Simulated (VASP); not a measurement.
Wanted: the native input for a VASP 6.6.1 run.

| Property | Result |
| --- | --- |
| Task | relaxation of cell and atoms |
| Functional | PBE |
| Potentials or basis | VASP PAW PBE potentials, release 64 (Si, Sn_d) |
| Cutoff | 600 eV |
| k mesh | 4 × 4 × 4 |
| Occupations | gaussian, width 0.1 eV |
| Spin | no spin polarisation |
| Dipole correction | no |
| Further INCAR settings | ALGO = Normal; EDIFF = 1e-07; IBRION = 2; EDIFFG = -0.04; NSW = 90; ISIF = 3 |

The structure of Si4Sn lies in POSCAR:

```
Si4Sn
1.0
   -2.7659720800      2.7659720800      2.7659720800
    2.7659720800     -2.7659720800      2.7659720800
    2.7659720800      2.7659720800     -2.7659720800
Si Sn
4 1
Direct
    0.5000000000      0.5000000000      0.5000000000
    0.5000000000      0.0000000000      0.0000000000
    0.0000000000      0.0000000000      0.5000000000
    0.0000000000      0.5000000000      0.0000000000
    0.0000000000      0.0000000000      0.0000000000
```

The input as run:

INCAR

```
PREC = Accurate
ENCUT = 600
EDIFF = 1E-7
ISMEAR = 0
SIGMA = 0.1
LREAL = False
LASPH = True
NELM = 60
ALGO = Normal
ISIF = 3
LWAVE = False
LCHARG = False
GGA = PE
IBRION = 2
NSW = 90
EDIFFG = -0.04
```

KPOINTS

```
regular mesh
0
Gamma
  4 4 4
```

Potentials or basis: VASP PAW PBE potentials, release 64 (Si, Sn_d).

Launch:

```console
$ cat potpaw_PBE.64/Si/POTCAR potpaw_PBE.64/Sn_d/POTCAR > POTCAR
$ mpirun -np 1 vasp_std > vasp.out
```

Results of the run:

```
Relaxed volume                         : 23.21 Å³/atom
Relaxed cell                           : a = 5.322 Å, b = 5.322 Å, c = 5.322 Å, α = 109.47°, β = 109.47°, γ = 109.47°
Space group after relaxing (to 0.05 Å) : Im-3m (No. 229)
Energy gained by relaxing              : 492.4 meV/atom
Ionic steps                            : 3
Pressure after relaxing                : 0.2 GPa
Band gap on the k mesh                 : zero (band 15 reaches 5.86 eV, above the bottom of band 16 at 3.69 eV)
```

Caveat: the k points lie up to 0.36 Å⁻¹ apart in the final cell; the volume moved by over 15 % at a fixed basis, so the end points are rough; spin-orbit coupling is left out, which moves the levels of the heavy elements.

It took 42 s on 1 thread of Intel(R) Xeon(R) 6975P-C (Granite Rapids), on a shared host, peak memory 0.25 GiB.
